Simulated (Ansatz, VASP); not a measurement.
In4SbAs3 in VASP and in Ansatz

```xyz
8
Lattice="4.4565 0.0000 0.0000 0.0000 4.4565 0.0000 0.0000 0.0000 12.5895" Properties=species:S:1:pos:R:3 pbc="T T T"
In    2.2282    0.0000   11.0740
In    0.0000    2.2282    1.5155
In    2.2282    0.0000    4.5563
In    0.0000    2.2282    8.0332
Sb    0.0000    0.0000    6.2948
As    0.0000    0.0000    0.0000
As    2.2282    2.2282    3.0354
As    2.2282    2.2282    9.5541
```

Alike in both runs: functional PBE; k mesh 8 × 8 × 4; occupations gaussian, width 0.1 eV; no spin polarisation.

Ansatz relaxed the structure, and its values are those at the end. VASP's run is a single point on that final structure, the one shown.

```csv
,VASP,Ansatz
version,VASP 6.6.1,Ansatz 0.2.0
potentials or method,"VASP PAW PBE potentials, release 64 (In_d, Sb, As), cutoff 520 eV","scalar-relativistic, plane waves, PAW"
valence electrons in the cell,72,112
```

```csv
,VASP,Ansatz,Ansatz less VASP
gap on the k mesh at the Fermi level (eV),none,none,-
pressure (GPa),0.0,0.0,-0.02
```

A gap of «none» marks a metal or a gap that the smearing closes. VASP's potentials hold 72 valence electrons a cell and Ansatz's 112, so a difference there can come from the potentials and not from the codes.

Spin-orbit coupling is off throughout.
